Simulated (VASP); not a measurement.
# Li16H (a cell with a defect) in VASP: single point with LDA

Aim: the single point of Li16H (a cell with a defect) with LDA.

All numbers are computed with VASP 6.6.1; they aren't measurements. Logs are shortened: lines on timing, memory, paths and dates and some standing lists are left out, and cuts for length are marked.

## 1. The cell of the first run

The cell holds a defect, 17 atoms: a = 6.980 Å, b = 6.980 Å, c = 6.980 Å, α = 90.00°, β = 90.00°, γ = 90.00°.

## 2. Single point, LDA

The input, INCAR:

```
PREC = Accurate
ENCUT = 520
EDIFF = 1E-7
ISMEAR = -1
SIGMA = 0.1
LREAL = Auto
LASPH = True
NELM = 80
ALGO = Normal
ISIF = 2
LWAVE = False
LCHARG = False
NBANDS = 38
```

The input, KPOINTS:

```
regular mesh
0
Gamma
  2 2 2
```

The input, POSCAR:

```
Li16H
1.0
    6.9800000000      0.0000000000      0.0000000000
    0.0000000000      6.9800000000      0.0000000000
    0.0000000000      0.0000000000      6.9800000000
Li H
16 1
Direct
   -0.0115092325      0.0005180901      0.0031517534
    0.5010454213      0.0042449202      0.0008131966
   -0.0132408244      0.4965285659      0.0029829678
    0.0140548427     -0.0188212809      0.5004246881
    0.2490666318      0.2500149714      0.2405517532
    0.4992401057      0.4967107161      0.0009223646
    0.4832073370     -0.0161379865      0.5001561000
    0.7396720695      0.2499880852      0.2576052331
    0.0155247443      0.5195873349      0.5002959779
    0.2635197526      0.7491431988      0.2097598285
    0.2495106600      0.2500499894      0.7630526435
    0.4840653679      0.5144649574      0.5002529142
    0.7449028423      0.7490596816      0.2447870626
    0.7437501378      0.2498480837      0.7413373737
    0.2570071111      0.7492237717      0.7879160175
    0.7393890968      0.7489719966      0.7647906491
    0.4251287361      0.7494779043     -0.0044092237
```

Potentials or basis: VASP PAW LDA potentials, release 64 (Li_sv, H).

On the command line:

```console
$ cat potpaw_LDA.64/Li_sv/POTCAR potpaw_LDA.64/H/POTCAR > POTCAR
$ mpirun -np 1 vasp_std > vasp.out
```

OUTCAR:

```text
PREC = Accurate
   ENCUT = 520
   EDIFF = 1E-7
   ISMEAR = -1
   LREAL = Auto
   LASPH = True
   NELM = 80
   ISIF = 2

 ion  position               nearest neighbor table
   1  0.988  0.001  0.003-
   2  0.501  0.004  0.001-
   3  0.987  0.497  0.003-
   4  0.014  0.981  0.500-
   5  0.249  0.250  0.241-
   6  0.499  0.497  0.001-
[... 9 lines left out ...]
  16  0.739  0.749  0.765-
  17  0.425  0.749  0.996-

  LATTYP: Found a simple cubic cell.
 ALAT       =     6.9800000000

  Lattice vectors:

 A1 = (   6.9800000000,   0.0000000000,   0.0000000000)
 A2 = (   0.0000000000,   6.9800000000,   0.0000000000)
 A3 = (   0.0000000000,   0.0000000000,   6.9800000000)

Analysis of symmetry for initial positions (statically):
=====================================================================
 Subroutine PRICEL returns:
 Original cell was already a primitive cell.

 Routine SETGRP: Setting up the symmetry group for a
 simple cubic supercell.

 Subroutine GETGRP returns: Found  1 space group operations
 (whereof  1 operations were pure point group operations)
 out of a pool of 48 trial point group operations.

The static configuration has the point symmetry C_1 .

Analysis of symmetry for dynamics (positions and initial velocities):
=====================================================================
 Subroutine PRICEL returns:
 Original cell was already a primitive cell.

 Routine SETGRP: Setting up the symmetry group for a
 simple cubic supercell.

 Subroutine GETGRP returns: Found  1 space group operations
 (whereof  1 operations were pure point group operations)
 out of a pool of 48 trial point group operations.

The dynamic configuration has the point symmetry C_1 .

 Subroutine INISYM returns: Found  1 space group operations
 (whereof  1 operations are pure point group operations),
 and found     1 'primitive' translations

----------------------------------------------------------------------------------------

                                     Primitive cell

  volume of cell :     340.0684

  direct lattice vectors                    reciprocal lattice vectors
     6.980000000  0.000000000  0.000000000     0.143266476  0.000000000  0.000000000
     0.000000000  6.980000000  0.000000000     0.000000000  0.143266476  0.000000000
     0.000000000  0.000000000  6.980000000     0.000000000  0.000000000  0.143266476

  length of vectors
     6.980000000  6.980000000  6.980000000     0.143266476  0.143266476  0.143266476

  position of ions in fractional coordinates (direct lattice)
     0.988490767  0.000518090  0.003151753
     0.501045421  0.004244920  0.000813197
     0.986759176  0.496528566  0.002982968
     0.014054843  0.981178719  0.500424688
     0.249066632  0.250014971  0.240551753
     0.499240106  0.496710716  0.000922365
[... 9 lines left out ...]
     0.739389097  0.748971997  0.764790649
     0.425128736  0.749477904  0.995590776

  ion indices of the primitive-cell ions
   primitive index   ion index
                 1           1
                 2           2
                 3           3
                 4           4
                 5           5
                 6           6
[... 9 lines left out ...]
                16          16
                17          17

----------------------------------------------------------------------------------------

 KPOINTS: regular mesh

Automatic generation of k-mesh.
 Grid dimensions read from file:
 generate k-points for:    2    2    2

 Generating k-lattice:

  Cartesian coordinates                     Fractional coordinates (reciprocal lattice)
     0.071633238  0.000000000  0.000000000     0.500000000  0.000000000  0.000000000
     0.000000000  0.071633238  0.000000000     0.000000000  0.500000000  0.000000000
     0.000000000  0.000000000  0.071633238     0.000000000  0.000000000  0.500000000

  Length of vectors
     0.071633238  0.071633238  0.071633238

  Shift w.r.t. Gamma in fractional coordinates (k-lattice)
     0.000000000  0.000000000  0.000000000

 Subroutine IBZKPT returns following result:
 ===========================================

 Found      8 irreducible k-points:

 Following reciprocal coordinates:
            Coordinates               Weight
  0.000000  0.000000  0.000000      1.000000
  0.500000  0.000000  0.000000      1.000000
  0.000000  0.500000  0.000000      1.000000
  0.000000  0.000000  0.500000      1.000000
  0.500000  0.500000  0.000000      1.000000
  0.000000  0.500000  0.500000      1.000000
  0.500000  0.000000  0.500000      1.000000
  0.500000  0.500000  0.500000      1.000000
   k-points           NKPTS =      8   k-points in BZ     NKDIM =      8   number of bands    NBANDS=     38
   number of dos      NEDOS =    301   number of ions     NIONS =     17
   total plane-waves  NPLWV = 157464
   dimension x,y,z NGX =    54 NGY =   54 NGZ =   54
   dimension x,y,z NGXF=   108 NGYF=  108 NGZF=  108
   ions per type =              16   1
   NGX,Y,Z   is equivalent  to a cutoff of  12.86, 12.86, 12.86 a.u.
   NGXF,Y,Z  is equivalent  to a cutoff of  25.72, 25.72, 25.72 a.u.
 SYSTEM =  unknown system
   PREC   = accura    normal or accurate (medium, high low for compatibility)
   ISTART =      0    job   : 0-new  1-cont  2-samecut
   ICHARG =      2    charge: 1-file 2-atom 10-const
   ISPIN  =      1    spin polarized calculation?
   LNONCOLLINEAR =      F non collinear calculations
   LSORBIT =      F    spin-orbit coupling
   LASPH  =      T    aspherical Exc in radial PAW
   ENCUT  =  520.0 eV  38.22 Ry    6.18 a.u.  12.98 12.98 12.98*2*pi/ulx,y,z
   NELM   =     80;   NELMIN=  2; NELMDL= -5     # of ELM steps
   EDIFF  = 0.1E-06   stopping-criterion for ELM
   LREAL  =      T    real-space projection
   EDIFFG = 0.1E-05   stopping-criterion for IOM
   NSW    =      0    number of steps for IOM
   IBRION =     -1    ionic relax: 0-MD 1-quasi-New 2-CG
   NFREE  =      0    steps in history (QN), initial steepest desc. (CG)
   ISIF   =      2    stress and relaxation
   ISYM   =      2    0-nonsym 1-usesym 2-fastsym
   POTIM  = 0.5000    time-step for ionic-motion
   TEBEG  =    0.0;   TEEND  =   0.0 temperature during run
   PSTRESS=    0.0 pullay stress
   NELECT =      49.0000    total number of electrons
   NUPDOWN=      -1.0000    fix difference up-down
   EMIN   =  10.00;   EMAX   =-10.00  energy-range for DOS
   EFERMI =   0.00;   METHOD = LEGACY
   ISMEAR =    -1;   SIGMA  =   0.10  broadening in eV -4-tet -1-fermi 0-gaus
   EFERMI_NEDOS =   21; number of points for ismear=-14 and -15
   IALGO  =     38    algorithm
   IMIX   =      4    mixing-type and parameters
     AMIX     =   0.40;   BMIX     =  1.00
     AMIX_MAG =   1.60;   BMIX_MAG =  1.00
  volume/ion in A,a.u.               =      20.00       134.99
  Fermi-wavevector in a.u.,A,eV,Ry     =   0.858258  1.621873 10.022155  0.736608
  Thomas-Fermi vector in A             =   1.975436
   LORBIT       =      0    0 simple, 1 ext, 2 COOP (PROOUT), +10 PAW based schemes
   GGA     = CA    functional components
   LHFCALC =     F    Hartree Fock is set to
   AEXX    =    0.0000 exact exchange contribution
   IVDW    =     0    specifies the selected vdW correction
   LEPSILON=     F    determine dielectric tensor
   LRPA    =     F    only Hartree local field effects (RPA)
 non-spin polarized calculation
  energy-cutoff  :      520.00
  volume of cell :      340.07
 maximum number of plane-waves:      9124
 NGX is ok and might be reduce to    54
   NGX = 25   NGY = 25   NGZ = 25

 number of electron      48.9999985 magnetization

 Free energy of the ion-electron system (eV)
  ---------------------------------------------------
  ext. energy  EPLUGINS =         0.00000000
  ---------------------------------------------------
  free energy    TOTEN  =       -36.46994937 eV

  energy without entropy =      -36.12424248  energy(sigma->0) =      -36.29709592

 E-fermi :   0.4022     XC(G=0):  -7.0712

 val. band max:        0.3946953593   @ k =   0.0000   0.5000   0.5000
 cond. band min:       0.4137576053   @ k =   0.5000   0.0000   0.5000
 fundamental gap:      0.0190622459
 Fermi energy:         0.4022335454

 k-point     1 :       0.0000    0.0000    0.0000
  band No.  band energies     occupation
      1     -45.3388      2.00000
      2     -45.3320      2.00000
      3     -45.3163      2.00000
      4     -45.2948      2.00000
      5     -45.2772      2.00000
      6     -45.2613      2.00000
[... 28 lines left out ...]
     35       3.6056      0.00000
     36       3.7422      0.00000

 k-point     2 :       0.5000    0.0000    0.0000
  band No.  band energies     occupation
      1     -45.3387      2.00000
      2     -45.3320      2.00000
      3     -45.3163      2.00000
      4     -45.2948      2.00000
      5     -45.2772      2.00000
      6     -45.2614      2.00000
[... 28 lines left out ...]
     35       3.6930      0.00000
     36       3.7117      0.00000

 k-point     3 :       0.0000    0.5000    0.0000
  band No.  band energies     occupation
      1     -45.3386      2.00000
      2     -45.3322      2.00000
      3     -45.3163      2.00000
      4     -45.2948      2.00000
      5     -45.2772      2.00000
      6     -45.2612      2.00000
[... 28 lines left out ...]
     35       3.7162      0.00000
     36       3.7219      0.00000

 k-point     4 :       0.0000    0.0000    0.5000
  band No.  band energies     occupation
      1     -45.3387      2.00000
      2     -45.3320      2.00000
      3     -45.3163      2.00000
      4     -45.2948      2.00000
      5     -45.2771      2.00000
      6     -45.2614      2.00000
[... 28 lines left out ...]
     35       3.6881      0.00000
     36       3.7256      0.00000

 k-point     5 :       0.5000    0.5000    0.0000
  band No.  band energies     occupation
      1     -45.3386      2.00000
      2     -45.3321      2.00000
      3     -45.3163      2.00000
      4     -45.2948      2.00000
      5     -45.2772      2.00000
      6     -45.2612      2.00000
[... 28 lines left out ...]
     35       4.0723      0.00000
     36       4.3560      0.00000

 k-point     6 :       0.0000    0.5000    0.5000
  band No.  band energies     occupation
      1     -45.3386      2.00000
      2     -45.3321      2.00000
      3     -45.3163      2.00000
      4     -45.2948      2.00000
      5     -45.2771      2.00000
      6     -45.2612      2.00000
[... 28 lines left out ...]
     35       4.0739      0.00000
     36       4.1892      0.00000

 k-point     7 :       0.5000    0.0000    0.5000
  band No.  band energies     occupation
      1     -45.3387      2.00000
      2     -45.3320      2.00000
      3     -45.3163      2.00000
      4     -45.2949      2.00000
      5     -45.2771      2.00000
      6     -45.2614      2.00000
[... 28 lines left out ...]
     35       4.2734      0.00000
     36       4.4519      0.00000

 k-point     8 :       0.5000    0.5000    0.5000
  band No.  band energies     occupation
      1     -45.3386      2.00000
      2     -45.3321      2.00000
      3     -45.3163      2.00000
      4     -45.2948      2.00000
      5     -45.2771      2.00000
      6     -45.2612      2.00000
[... 28 lines left out ...]
     35       3.0558      0.00000
     36       3.0792      0.00000
 [bands above 36 left out]

------------------------ aborting loop because EDIFF is reached ----------------------------------------

  FORCE on cell =-STRESS in cart. coord.  units (eV):
  Direction    XX          YY          ZZ          XY          YZ          ZX
  --------------------------------------------------------------------------------------
  -------------------------------------------------------------------------------------
  Total       -3.5110763     -2.9391402     -3.1369707     -0.0289583      0.0024979      0.1063969
  in kB      -16.5418692    -13.8472847    -14.7793311     -0.1364324      0.0117685      0.5012717
  external PRESSURE =     -15.0561616 kB  Pullay stress =       0.0000000 kB

 VOLUME and BASIS-vectors are now :
 -----------------------------------------------------------------------------
  energy-cutoff  :      520.00
  volume of cell :      340.07
      direct lattice vectors                 reciprocal lattice vectors
     6.980000000  0.000000000  0.000000000     0.143266476  0.000000000  0.000000000
     0.000000000  6.980000000  0.000000000     0.000000000  0.143266476  0.000000000
     0.000000000  0.000000000  6.980000000     0.000000000  0.000000000  0.143266476

 POSITION                                       TOTAL-FORCE (eV/Angst)
 -----------------------------------------------------------------------------------
      6.89967      0.00362      0.02200        -0.015353      0.038397     -0.002483
      3.49730      0.02963      0.00568        -0.037514     -0.052713     -0.002467
      6.88758      3.46577      0.02082        -0.000717     -0.025523     -0.001644
      0.09810      6.84863      3.49296        -0.004160      0.025514     -0.000665
      1.73849      1.74510      1.67905        -0.019884     -0.001387      0.041827
      3.48470      3.46704      0.00644        -0.012358      0.012263     -0.003146
[... 9 lines left out ...]
      5.16094      5.22782      5.33824        -0.028076      0.003972     -0.007145
      2.96740      5.23136      6.94922         0.075763      0.025281     -0.002134
 -----------------------------------------------------------------------------------
    total drift:                               -0.000526     -0.002665     -0.012917

  FREE ENERGIE OF THE ION-ELECTRON SYSTEM (eV)
  ---------------------------------------------------
  free  energy   TOTEN  =       -36.4699493652 eV

  energy  without entropy=      -36.1242424833  energy(sigma->0) =      -36.29709592
```

Run time: 2 min. Hardware: 1 thread of Intel Xeon Platinum 8375C at 2.90GHz (Ice Lake), shared host; peak memory 0.31 GiB.

What came out:

| Quantity | Value |
| --- | --- |
| Free energy | -36.4699 eV |
| Largest force | 0.080 eV/Å |

Forces in eV/Å, atoms in the order of the input:
```
Li  -0.015  0.038 -0.002
Li  -0.038 -0.053 -0.002
Li  -0.001 -0.026 -0.002
Li  -0.004  0.026 -0.001
Li  -0.020 -0.001  0.042
Li  -0.012  0.012 -0.003
Li   0.005  0.033  0.004
Li   0.023  0.000  0.043
Li  -0.011 -0.031  0.001
Li   0.022  0.002  0.011
Li  -0.021 -0.002 -0.045
Li   0.004 -0.031  0.003
Li  -0.050  0.002 -0.017
Li   0.012  0.000 -0.033
Li   0.059  0.001  0.010
Li  -0.028  0.004 -0.007
H    0.076  0.025 -0.002
```

Levels at points of the mesh, in eV from the Fermi level:
| k point | band 22 | band 23 | band 24 | band 25 | band 26 | band 27 |
| --- | --- | --- | --- | --- | --- | --- |
| (0.00, 0.00, 0.00) | -1.01 | -0.97 | -0.21 | 0.31 | 0.33 | 0.33 |
| (0.50, 0.00, 0.00) | -0.49 | -0.49 | -0.47 | -0.47 | -0.46 | 0.47 |
| (0.00, 0.50, 0.00) | -0.51 | -0.50 | -0.47 | -0.45 | -0.43 | 0.77 |
| (0.00, 0.00, 0.50) | -0.51 | -0.48 | -0.46 | -0.44 | -0.42 | 0.52 |
| (0.50, 0.50, 0.00) | -0.07 | 0.04 | 0.08 | 0.08 | 0.09 | 0.14 |
| (0.00, 0.50, 0.50) | -0.08 | -0.01 | 0.05 | 0.11 | 0.12 | 0.15 |
| (0.50, 0.00, 0.50) | -0.11 | 0.01 | 0.04 | 0.08 | 0.10 | 0.22 |
| (0.50, 0.50, 0.50) | -1.59 | -1.57 | -1.52 | 0.43 | 2.26 | 2.37 |

Caveat: the k points lie up to 0.45 Å⁻¹ apart; the cutoff is under 1.25 times the usual one of these potentials, so pressure, stress and relaxed cells hold a basis-set (Pulay) error.
